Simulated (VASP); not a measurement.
# KZnF3 (Pm-3m) in VASP: notebook

Aim: see how the results for KZnF3 move with the level of theory and the settings. Levels: PBE, PBE+D3(BJ), LDA. Tasks: single point.

All numbers are computed with VASP 6.6.1; they aren't measurements. Logs are shortened: lines on timing, memory, paths and dates and some standing lists are left out, and cuts for length are marked.

**1. The cell of the first run**

Symmetry: Pm-3m, No. 221, cubic system. Conventional cell: a = 4.047 Å, b = 4.047 Å, c = 4.047 Å, α = 90.00°, β = 90.00°, γ = 90.00°. K (site symmetry m-3m) has 12 F at 2.86 Å and 8 Zn at 3.51 Å within 3.8 Å. Within 2.7 Å of Zn (site symmetry m-3m) lie 6 F at 2.02 Å. F (site symmetry 4/mmm) has 2 Zn at 2.02 Å within 2.7 Å.

**2. Single point, PBE**

INCAR

```
SYSTEM = KZnF3
ALGO = Normal
EDIFF = 1E-6
ENCUT = 600
GGA = PE
GGA_COMPAT = .FALSE.
ISIF = 2
ISMEAR = 0
LASPH = .TRUE.
LCHARG = .FALSE.
LREAL = .FALSE.
LWAVE = .FALSE.
NBANDS = 29
NELECT = 41.75
NELM = 120
PREC = Accurate
SIGMA = 0.1
```

KPOINTS

```
k-points
0
G
  4 4 4
  0 0 0
```

POSCAR

```
KZnF3
1.0
    4.0474167900      0.0000000000      0.0000000000
    0.0000000000      4.0474167900      0.0000000000
    0.0000000000      0.0000000000      4.0474167900
K Zn F
1 1 3
Direct
    0.0000000000      0.0000000000      0.0000000000
    0.5000000000      0.5000000000      0.5000000000
    0.0000000000      0.5000000000      0.5000000000
    0.5000000000      0.0000000000      0.5000000000
    0.5000000000      0.5000000000      0.0000000000
```

Potentials or basis: VASP PAW PBE potentials, release 64 (K_sv, Zn, F).

Launch:

```
$ cat potpaw_PBE.64/K_sv/POTCAR potpaw_PBE.64/Zn/POTCAR potpaw_PBE.64/F/POTCAR > POTCAR
$ mpirun -np 1 vasp_std > vasp.out
```

OUTCAR:

```text
SYSTEM = KZnF3
   EDIFF = 1E-6
   ENCUT = 600
   GGA = PE
   ISIF = 2
   ISMEAR = 0
   LASPH = .TRUE.
   LREAL = .FALSE.
   NELECT = 41.75
   NELM = 120
   PREC = Accurate

 ion  position               nearest neighbor table
   1  0.000  0.000  0.000-
   2  0.500  0.500  0.500-   3 2.02   4 2.02   5 2.02   5 2.02   4 2.02   3 2.02
   3  0.000  0.500  0.500-   2 2.02   2 2.02
   4  0.500  0.000  0.500-   2 2.02   2 2.02
   5  0.500  0.500  0.000-   2 2.02   2 2.02

  LATTYP: Found a simple cubic cell.
 ALAT       =     4.0474167900

  Lattice vectors:

 A1 = (   4.0474167900,   0.0000000000,   0.0000000000)
 A2 = (   0.0000000000,   4.0474167900,   0.0000000000)
 A3 = (   0.0000000000,   0.0000000000,   4.0474167900)

Analysis of symmetry for initial positions (statically):
=====================================================================
 Subroutine PRICEL returns:
 Original cell was already a primitive cell.

 Routine SETGRP: Setting up the symmetry group for a
 simple cubic supercell.

 Subroutine GETGRP returns: Found 48 space group operations
 (whereof 48 operations were pure point group operations)
 out of a pool of 48 trial point group operations.

The static configuration has the point symmetry O_h .

Analysis of symmetry for dynamics (positions and initial velocities):
=====================================================================
 Subroutine PRICEL returns:
 Original cell was already a primitive cell.

 Routine SETGRP: Setting up the symmetry group for a
 simple cubic supercell.

 Subroutine GETGRP returns: Found 48 space group operations
 (whereof 48 operations were pure point group operations)
 out of a pool of 48 trial point group operations.

The dynamic configuration has the point symmetry O_h .

 Subroutine INISYM returns: Found 48 space group operations
 (whereof 48 operations are pure point group operations),
 and found     1 'primitive' translations

----------------------------------------------------------------------------------------

                                     Primitive cell

  volume of cell :      66.3031

  direct lattice vectors                    reciprocal lattice vectors
     4.047416790  0.000000000  0.000000000     0.247071170  0.000000000  0.000000000
[... 67 lines left out ...]
 SYSTEM =  KZnF3
   PREC   = accura    normal or accurate (medium, high low for compatibility)
   ISTART =      0    job   : 0-new  1-cont  2-samecut
   ICHARG =      2    charge: 1-file 2-atom 10-const
   ISPIN  =      1    spin polarized calculation?
   LNONCOLLINEAR =      F non collinear calculations
   LSORBIT =      F    spin-orbit coupling
   LASPH  =      T    aspherical Exc in radial PAW
   ENCUT  =  600.0 eV  44.10 Ry    6.64 a.u.   8.08  8.08  8.08*2*pi/ulx,y,z
   NELM   =    120;   NELMIN=  2; NELMDL= -5     # of ELM steps
   EDIFF  = 0.1E-05   stopping-criterion for ELM
   LREAL  =      F    real-space projection
[... 7 lines left out ...]
   TEBEG  =    0.0;   TEEND  =   0.0 temperature during run
   PSTRESS=    0.0 pullay stress
   NELECT =      41.7500    total number of electrons
   NUPDOWN=      -1.0000    fix difference up-down
   EMIN   =  10.00;   EMAX   =-10.00  energy-range for DOS
   EFERMI =   0.00;   METHOD = LEGACY
   ISMEAR =     0;   SIGMA  =   0.10  broadening in eV -4-tet -1-fermi 0-gaus
   EFERMI_NEDOS =   21; number of points for ismear=-14 and -15
   IALGO  =     38    algorithm
   IMIX   =      4    mixing-type and parameters
     AMIX     =   0.40;   BMIX     =  1.00
     AMIX_MAG =   1.60;   BMIX_MAG =  1.00
  volume/ion in A,a.u.               =      13.26        89.49
  Fermi-wavevector in a.u.,A,eV,Ry     =   1.403188  2.651640 26.788992  1.968935
  Thomas-Fermi vector in A             =   2.525874
   LORBIT       =      0    0 simple, 1 ext, 2 COOP (PROOUT), +10 PAW based schemes
   GGA     = PE    functional components
   LHFCALC =     F    Hartree Fock is set to
   AEXX    =    0.0000 exact exchange contribution
   IVDW    =     0    specifies the selected vdW correction
   LEPSILON=     F    determine dielectric tensor
   LRPA    =     F    only Hartree local field effects (RPA)
 non-spin polarized calculation
 Gauss-broadening in eV      SIGMA  =   0.10
  energy-cutoff  :      600.00
  volume of cell :       66.30
 maximum number of plane-waves:      2272
   NGX = 17   NGY = 17   NGZ = 17

 number of electron      41.7500059 magnetization

 Free energy of the ion-electron system (eV)
  ---------------------------------------------------
  ext. energy  EPLUGINS =         0.00000000
  ---------------------------------------------------
  free energy    TOTEN  =       -20.01036201 eV

  energy without entropy =      -20.00228542  energy(sigma->0) =      -20.00632371

 E-fermi :  -1.3991     XC(G=0):  -9.8373

 val. band max:       -1.8597576219   @ k =   0.5000   0.2500   0.2500
 cond. band min:      -1.3575537646   @ k =   0.5000   0.5000   0.0000
 fundamental gap:      0.5022038573
 Fermi energy:        -1.3990586481

 k-point     1 :       0.0000    0.0000    0.0000
  band No.  band energies     occupation
      1     -27.5259      2.00000
      2     -22.5719      2.00000
      3     -21.9550      2.00000
      4     -21.9550      2.00000
      5     -11.0254      2.00000
      6     -11.0254      2.00000
[... 309 lines left out ...]
     28      12.0785      0.00000
     29      12.8816      0.00000

------------------------ aborting loop because EDIFF is reached ----------------------------------------

  FORCE on cell =-STRESS in cart. coord.  units (eV):
  Direction    XX          YY          ZZ          XY          YZ          ZX
  --------------------------------------------------------------------------------------
  -------------------------------------------------------------------------------------
  Total       -0.4300840     -0.4300840     -0.4300840      0.0000000      0.0000000     -0.0000000
  in kB      -10.3927404    -10.3927404    -10.3927404      0.0000000      0.0000000     -0.0000000
  external PRESSURE =     -10.3927404 kB  Pullay stress =       0.0000000 kB

 VOLUME and BASIS-vectors are now :
 -----------------------------------------------------------------------------
  energy-cutoff  :      600.00
  volume of cell :       66.30
      direct lattice vectors                 reciprocal lattice vectors
     4.047416790  0.000000000  0.000000000     0.247071170  0.000000000  0.000000000
     0.000000000  4.047416790  0.000000000     0.000000000  0.247071170  0.000000000
     0.000000000  0.000000000  4.047416790     0.000000000  0.000000000  0.247071170

 POSITION                                       TOTAL-FORCE (eV/Angst)
 -----------------------------------------------------------------------------------
      0.00000      0.00000      0.00000         0.000000      0.000000      0.000000
      2.02371      2.02371      2.02371         0.000000      0.000000      0.000000
      0.00000      2.02371      2.02371         0.000000      0.000000      0.000000
      2.02371      0.00000      2.02371         0.000000      0.000000      0.000000
      2.02371      2.02371      0.00000         0.000000      0.000000      0.000000
 -----------------------------------------------------------------------------------
    total drift:                                0.000000     -0.000000     -0.000000

  FREE ENERGIE OF THE ION-ELECTRON SYSTEM (eV)
  ---------------------------------------------------
  free  energy   TOTEN  =       -20.0103620079 eV

  energy  without entropy=      -20.0022854179  energy(sigma->0) =      -20.00632371
```

It took 30 s on 1 thread of Intel Xeon 8259CL, shared host; peak memory 0.19 GiB.

What came out:

| Quantity | Value |
| --- | --- |
| Free energy | -20.0104 eV |

Levels at points of the mesh, in eV from the Fermi level:
```csv
k point,band 19,band 20,band 21,band 22,band 23,band 24
"(0.00, 0.00, 0.00)",-1.39,-1.39,-1.39,4.27,9.59,9.59
"(0.50, 0.00, 0.00)",-1.56,-1.37,-1.37,6.95,9.05,10.53
"(0.50, 0.50, 0.00)",-1.47,-1.03,0.04,8.48,10.77,10.77
"(0.50, 0.50, 0.50)",-1.01,0.04,0.04,9.13,9.13,9.13
```

Caveat: the k points lie up to 0.39 Å⁻¹ apart; the cell carries a net charge on a neutralising background, which shifts energy and pressure; the cell is charged against a uniform background, so pressure and absolute levels hang on convention.

**3. Single point, PBE+D3(BJ)**

INCAR

```
SYSTEM = KZnF3
PREC     = Accurate       ! precision mode
ENCUT    = 600            ! plane-wave cutoff, eV
EDIFF    = 1E-6           ! SCF threshold, eV
ISMEAR   = 0              ! smearing method
SIGMA    = 0.1            ! smearing width, eV
LREAL    = .False.        ! projectors in reciprocal space
LASPH    = .True.         ! aspherical terms in the spheres
NELM     = 120            ! most SCF steps
ALGO     = Normal         ! electronic algorithm
ISIF     = 2              ! what is computed and relaxed
LWAVE    = .False.        ! write WAVECAR
LCHARG   = .False.        ! write CHGCAR
GGA      = PE             ! functional
IVDW     = 12             ! dispersion correction
NBANDS   = 29             ! bands
GGA_COMPAT= .False.
```

KPOINTS

```
regular mesh
0
Gamma
  4 4 4
  0 0 0
```

POSCAR is that of step 2.

Potentials or basis: VASP PAW PBE potentials, release 64 (K_sv, Zn, F).

Launch:

```
$ cat potpaw_PBE.64/K_sv/POTCAR potpaw_PBE.64/Zn/POTCAR potpaw_PBE.64/F/POTCAR > POTCAR
$ mpirun -np 1 vasp_std > vasp.out
```

OUTCAR:

```text
SYSTEM = KZnF3
   PREC = Accurate
   ENCUT = 600
   EDIFF = 1E-6
   ISMEAR = 0
   LREAL = .False.
   LASPH = .True.
   NELM = 120
   ISIF = 2
   GGA = PE
   IVDW = 12
 IVDW          = 12

 ion  position               nearest neighbor table
   1  0.000  0.000  0.000-
   2  0.500  0.500  0.500-   3 2.02   4 2.02   5 2.02   5 2.02   4 2.02   3 2.02
   3  0.000  0.500  0.500-   2 2.02   2 2.02
   4  0.500  0.000  0.500-   2 2.02   2 2.02
   5  0.500  0.500  0.000-   2 2.02   2 2.02

  LATTYP: Found a simple cubic cell.
 ALAT       =     4.0474167900

  Lattice vectors:

 A1 = (   4.0474167900,   0.0000000000,   0.0000000000)
 A2 = (   0.0000000000,   4.0474167900,   0.0000000000)
 A3 = (   0.0000000000,   0.0000000000,   4.0474167900)

Analysis of symmetry for initial positions (statically):
=====================================================================
 Subroutine PRICEL returns:
 Original cell was already a primitive cell.

 Routine SETGRP: Setting up the symmetry group for a
[... 156 lines left out ...]

  energy without entropy =      -20.26669407  energy(sigma->0) =      -20.26669407

 E-fermi :  -0.2383     XC(G=0):  -9.8889

 val. band max:       -0.7386379954   @ k =   0.5000   0.5000   0.5000
 cond. band min:       3.0603461473   @ k =   0.0000   0.0000   0.0000
 fundamental gap:      3.7989841426
 Fermi energy:        -0.2383430236

 k-point     1 :       0.0000    0.0000    0.0000
  band No.  band energies     occupation
      1     -27.8407      2.00000
      2     -22.3679      2.00000
      3     -21.7385      2.00000
      4     -21.7385      2.00000
      5     -11.3275      2.00000
      6     -11.3275      2.00000
[... 309 lines left out ...]
     28      11.7883      0.00000
     29      12.7688      0.00000

------------------------ aborting loop because EDIFF is reached ----------------------------------------

 Edisp (eV)   -0.78609

 E8    (eV) :    -0.3233

  FORCE on cell =-STRESS in cart. coord.  units (eV):
  Direction    XX          YY          ZZ          XY          YZ          ZX
  --------------------------------------------------------------------------------------
  -------------------------------------------------------------------------------------
  Total       1.31046     1.31046     1.31046     0.00000     0.00000    -0.00000
  in kB      31.66649    31.66649    31.66649     0.00000     0.00000    -0.00000
  external pressure =       31.67 kB  Pullay stress =        0.00 kB

 VOLUME and BASIS-vectors are now :
 -----------------------------------------------------------------------------
  energy-cutoff  :      600.00
  volume of cell :       66.30
      direct lattice vectors                 reciprocal lattice vectors
     4.047416790  0.000000000  0.000000000     0.247071170  0.000000000  0.000000000
     0.000000000  4.047416790  0.000000000     0.000000000  0.247071170  0.000000000
     0.000000000  0.000000000  4.047416790     0.000000000  0.000000000  0.247071170

 POSITION                                       TOTAL-FORCE (eV/Angst)
 -----------------------------------------------------------------------------------
      0.00000      0.00000      0.00000         0.000000      0.000000      0.000000
      2.02371      2.02371      2.02371         0.000000      0.000000      0.000000
      0.00000      2.02371      2.02371         0.000000      0.000000      0.000000
      2.02371      0.00000      2.02371         0.000000      0.000000      0.000000
      2.02371      2.02371      0.00000         0.000000      0.000000      0.000000
 -----------------------------------------------------------------------------------
    total drift:                                0.000000     -0.000000     -0.000000

  FREE ENERGIE OF THE ION-ELECTRON SYSTEM (eV)
  ---------------------------------------------------
  free  energy   TOTEN  =       -21.0527815957 eV

  energy  without entropy=      -21.0527815957  energy(sigma->0) =      -21.05278160
```

OSZICAR:

```text
N       E                     dE             d eps       ncg     rms          rms(c)
DAV:   1     0.475632971499E+03    0.47563E+03   -0.23966E+04   580   0.192E+03
DAV:   2     0.260918997296E+02   -0.44954E+03   -0.42590E+03   617   0.480E+02
DAV:   3    -0.212358820408E+02   -0.47328E+02   -0.46900E+02   654   0.158E+02
DAV:   4    -0.224863384075E+02   -0.12505E+01   -0.12464E+01   878   0.237E+01
DAV:   5    -0.225043155906E+02   -0.17977E-01   -0.17971E-01   693   0.242E+00    0.115E+01
DAV:   6    -0.202420462163E+02    0.22623E+01   -0.64616E+00   839   0.343E+01    0.705E+00
DAV:   7    -0.202913061448E+02   -0.49260E-01   -0.12922E+00   640   0.711E+00    0.448E+00
DAV:   8    -0.202969333745E+02   -0.56272E-02   -0.39731E-01   757   0.108E+01    0.142E+00
DAV:   9    -0.202663341109E+02    0.30599E-01   -0.83904E-02   857   0.796E+00    0.311E-01
DAV:  10    -0.202668652800E+02   -0.53117E-03   -0.32669E-02   831   0.336E+00    0.216E-01
DAV:  11    -0.202667807761E+02    0.84504E-04   -0.48577E-03   762   0.780E-01    0.112E-01
DAV:  12    -0.202667354265E+02    0.45350E-04   -0.38511E-04   765   0.252E-01    0.570E-02
DAV:  13    -0.202666894729E+02    0.45954E-04   -0.31119E-04   844   0.509E-01    0.129E-02
DAV:  14    -0.202666945245E+02   -0.50516E-05   -0.77559E-05   645   0.686E-02    0.736E-03
DAV:  15    -0.202666940741E+02    0.45039E-06   -0.16538E-06   480   0.141E-02
   1 F= -.21052782E+02 E0= -.21052782E+02  d E =-.114745E-12
```

It took 34 s on 1 thread of Intel Xeon 8259CL, shared host; peak memory 0.2 GiB.

Results:

- Free energy: -21.0528 eV
- Pressure: 3.2 GPa
- Band gap on the k mesh: 3.80 eV (least direct gap 5.67 eV)
- Dispersion energy per atom: -0.157 eV

Caveat: the cell stands under pressure.

**4. Single point, LDA**

INCAR

```
SYSTEM = KZnF3
  PREC = Accurate
  ENCUT = 600
  EDIFF = 1E-6
  ISMEAR = 0
  SIGMA = 0.01
  LREAL = .FALSE.
  LASPH = .TRUE.
  NELM = 120
  ALGO = Normal
  ISIF = 2
  LWAVE = .FALSE.
  LCHARG = .FALSE.
  GGA = CA
  NBANDS = 29
  GGA_COMPAT = .FALSE.
```

KPOINTS

```
Automatic mesh
0
G
  4 4 4
  0 0 0
```

POSCAR

```
KZnF3
1.0
    4.0474167900      0.0000000000      0.0000000000
    0.0000000000      4.0474167900      0.0000000000
    0.0000000000      0.0000000000      4.0474167900
K Zn F
1 1 3
Direct
    0.8260000000      0.0700000000      0.9230000000
    1.3260000000      0.5700000000      1.4230000000
    0.8260000000      0.5700000000      1.4230000000
    1.3260000000      0.0700000000      1.4230000000
    1.3260000000      0.5700000000      0.9230000000
```

Potentials or basis: VASP PAW LDA potentials, release 64 (K_sv, Zn, F).

Launch:

```
$ cat potpaw_LDA.64/K_sv/POTCAR potpaw_LDA.64/Zn/POTCAR potpaw_LDA.64/F/POTCAR > POTCAR
$ mpirun -np 1 vasp_std > vasp.out
```

Run time: 23 s. Hardware: 1 thread of Intel Xeon 8259CL, shared host; peak memory 0.17 GiB.

Results (log left out):

```
Free energy            : -23.0734 eV
Pressure               : -4.3 GPa
Band gap on the k mesh : 3.60 eV (least direct gap 5.41 eV)
```

Levels at points of the mesh, in eV from the valence-band top:
| k point | band 19 | band 20 | band 21 | band 22 | band 23 | band 24 |
| --- | --- | --- | --- | --- | --- | --- |
| (0.00, 0.00, 0.00) | -1.81 | -1.81 | -1.81 | 3.60 | 8.47 | 8.47 |
| (0.50, 0.00, 0.00) | -1.68 | -1.68 | -1.63 | 6.41 | 8.05 | 9.46 |
| (0.50, 0.50, 0.00) | -1.78 | -1.45 | 0.00 | 7.89 | 9.90 | 9.90 |
| (0.50, 0.50, 0.50) | -1.43 | 0.00 | 0.00 | 8.21 | 8.21 | 8.21 |

Caveat: the cell stands under tension. A k mesh can miss the band edges.

**5. Single point, LDA**

INCAR

```
PREC     = Accurate       # precision mode
ENCUT    = 600            # plane-wave cutoff, eV
EDIFF    = 1E-6           # SCF threshold, eV
ISMEAR   = 0              # smearing method
SIGMA    = 0.1            # smearing width, eV
LREAL    = F              # projectors in reciprocal space
LASPH    = T              # aspherical terms in the spheres
NELM     = 120            # most SCF steps
ALGO     = Normal         # electronic algorithm
ISIF     = 2              # what is computed and relaxed
LWAVE    = F              # write WAVECAR
LCHARG   = F              # write CHGCAR
NBANDS   = 29             # bands
GGA_COMPAT= F
```

KPOINTS

```
regular mesh
0
Gamma
  4 4 4
```

POSCAR

```
KZnF3
1.0
    4.0474167900      0.0000000000      0.0000000000
    0.0000000000      4.0474167900      0.0000000000
    0.0000000000      0.0000000000      4.0474167900
K Zn F
1 1 3
Direct
    0.0000000000      0.0000000000      0.0000000000
    0.5000000000      0.5000000000      0.5000000000
    0.0000000000      0.5000000000      0.5000000000
    0.5000000000      0.0000000000      0.5000000000
    0.5000000000      0.5000000000      0.0000000000
```

Launch:

```
$ cat potpaw_LDA.64/K_sv/POTCAR potpaw_LDA.64/Zn/POTCAR potpaw_LDA.64/F/POTCAR > POTCAR
$ mpirun -np 1 vasp_std > vasp.out
```

Wall time 29 s (1 thread of Intel Xeon 8259CL, shared host); peak memory 0.16 GiB.

The run converged. Its results:

| Item | Value |
| --- | --- |
| Free energy | -23.0735 eV |
| Pressure | -4.3 GPa |
| Band gap on the k mesh | 3.60 eV (least direct gap 5.41 eV) |

Levels at points of the mesh, in eV from the valence-band top:
| k point | band 17 | band 18 | band 19 | band 20 | band 21 | band 22 | band 23 | band 24 | band 25 | band 26 |
| --- | --- | --- | --- | --- | --- | --- | --- | --- | --- | --- |
| (0.00, 0.00, 0.00) | -2.02 | -2.02 | -1.81 | -1.81 | -1.81 | 3.60 | 8.47 | 8.47 | 9.07 | 10.93 |
| (0.50, 0.00, 0.00) | -1.99 | -1.99 | -1.68 | -1.68 | -1.63 | 6.41 | 8.05 | 9.46 | 10.96 | 10.96 |
| (0.50, 0.50, 0.00) | -2.08 | -1.78 | -1.78 | -1.45 | 0.00 | 7.89 | 9.90 | 9.90 | 9.92 | 11.35 |
| (0.50, 0.50, 0.50) | -1.43 | -1.43 | -1.43 | 0.00 | 0.00 | 8.21 | 8.21 | 8.21 | 10.06 | 11.90 |

Caveat: the cell stands under tension.

(Part 1 of 2 ends here.)
